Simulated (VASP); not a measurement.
Here is a VASP 6.6.1 calculation.

The input INCAR:

```
PREC = Accurate
ENCUT = 520
EDIFF = 1E-6
ISMEAR = -1
SIGMA = 0.05
LREAL = False
LASPH = True
NELM = 60
ALGO = Normal
ISIF = 2
LWAVE = False
LCHARG = True
GGA = PS
LELF = True
LVHAR = True
NBANDS = 18
```

The input KPOINTS:

```
regular mesh
0
Gamma
  8 8 8
```

POSCAR

```
ScZn
1.0
    3.3015379540      0.0000000000      0.0000000000
    0.0000000000      3.3015379540      0.0000000000
    0.0000000000      0.0000000000      3.3015379540
Sc Zn
1 1
Direct
    0.0000000000      0.0000000000      0.0000000000
    0.5000000000      0.5000000000      0.5000000000
```

Potentials or basis: VASP PAW PBE potentials, release 64 (Sc_sv, Zn).

Launch:

```sh
$ cat potpaw_PBE.64/Sc_sv/POTCAR potpaw_PBE.64/Zn/POTCAR > POTCAR
$ mpirun -np 1 vasp_std > vasp.out
```

**Question.** Estimate the pressure.

**Answer.** 0.2 GPa.

Caveat: the PAW data sets were made with another functional, which shifts forces and pressure a little.
